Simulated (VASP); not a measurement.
Runs of VASP 6.6.1 on LiF. The structure is that of space group Pm-3m (No. 221), or close to it. The cells are those of the table. 

| cell | gap on the mesh (eV) | pressure (GPa) |
| --- | --- | --- |
| a = 2.597 Å, 2 atoms | (b) | (c) |
| a = 2.516 Å, 2 atoms | 7.93 | 3.3 |
| a = 2.429 Å, 2 atoms | (a) | 14.1 |
| a = 2.474 Å, 2 atoms | 8.39 | 8.0 |
| a = 2.558 Å, 2 atoms | 7.52 | -0.3 |

Alike in all rows: task single point; level PBE; potentials or basis VASP PAW PBE potentials, release 64 (Li_sv, F); no spin polarisation; k mesh 6 × 6 × 6; cutoff (eV) 750; smearing gaussian 0.01 eV.

Task: Estimate the missing entries.

Result: (a) 8.92; (b) 7.15; (c) -3.2.

Caveats: some runs use coarse meshes.

A k mesh can miss the band edges.
